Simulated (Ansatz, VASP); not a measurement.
# Rb3B4Pb: VASP beside Ansatz

File INCAR:

```
PREC = Accurate
ENCUT = 520
EDIFF = 1E-7
ISMEAR = 0
SIGMA = 0.1
LREAL = False
LASPH = True
NELM = 100
ALGO = Normal
ISIF = 2
LWAVE = False
LCHARG = False
GGA = PE
NBANDS = 36
```

The input KPOINTS:

```
regular mesh
0
Gamma
  4 4 4
```

POSCAR

```
Rb3B4Pb
1.0
    5.5925798600      0.0000000000      0.0000000000
    0.0000000000      5.5925798600      0.0000000000
    0.0000000000      0.0000000000      5.5925798600
Rb B Pb
3 4 1
Direct
    0.5000000000      0.0000000000      0.0000000000
    0.0000000000      0.5000000000      0.0000000000
    0.0000000000      0.0000000000      0.5000000000
    0.0000000000      0.5000000000      0.5000000000
    0.5000000000      0.0000000000      0.5000000000
    0.5000000000      0.5000000000      0.0000000000
    0.0000000000      0.0000000000      0.0000000000
    0.5000000000      0.5000000000      0.5000000000
```

Input for Ansatz:

```yaml
crystal:
  lattice:
    - [5.59257986, 0.0, 0.0]
    - [0.0, 5.59257986, 0.0]
    - [0.0, 0.0, 5.59257986]
  atoms:
    - { symbol: Rb, position: [0.5, 0.0, 0.0] }
    - { symbol: Rb, position: [0.0, 0.5, 0.0] }
    - { symbol: Rb, position: [0.0, 0.0, 0.5] }
    - { symbol: B, position: [0.0, 0.5, 0.5] }
    - { symbol: B, position: [0.5, 0.0, 0.5] }
    - { symbol: B, position: [0.5, 0.5, 0.0] }
    - { symbol: B, position: [0.0, 0.0, 0.0] }
    - { symbol: Pb, position: [0.5, 0.5, 0.5] }
basis:
  ecutwfc: 420
kpoints:
  mp_grid: { grid: [4, 4, 4] }
hamiltonian:
  xc: pbe
scf:
  occupations: { method: gaussian, width: 0.1 }
  lower_state_search: "off"
output:
  forces: true
  stress: true
  eigenvalues: true
```

Change from the starting cell: species swapped into the BaSr3O4 type (Pm-3m, No. 221).

Alike in both runs: task single point; functional PBE; k mesh 4 × 4 × 4; occupations gaussian, width 0.1 eV; no spin polarisation.

```csv
,VASP,Ansatz
version,VASP 6.6.1,Ansatz 0.2.0
potentials or method,"VASP PAW PBE potentials, release 64 (Rb_sv, B, Pb_d), cutoff 520 eV","scalar-relativistic, plane waves, PAW"
valence electrons in the cell,53,53
```

VASP gave:

* gap on the k mesh at the Fermi level (eV): none
* pressure (GPa): 8.5

Problem. Which values does Ansatz return?

Solution. gap on the k mesh at the Fermi level (eV): none; pressure (GPa): 8.4.

A gap of «none» marks a metal or a gap that the smearing closes. With one functional, cell and mesh, what is left measures potentials, basis and numerics.

Neither program's run includes spin-orbit coupling.
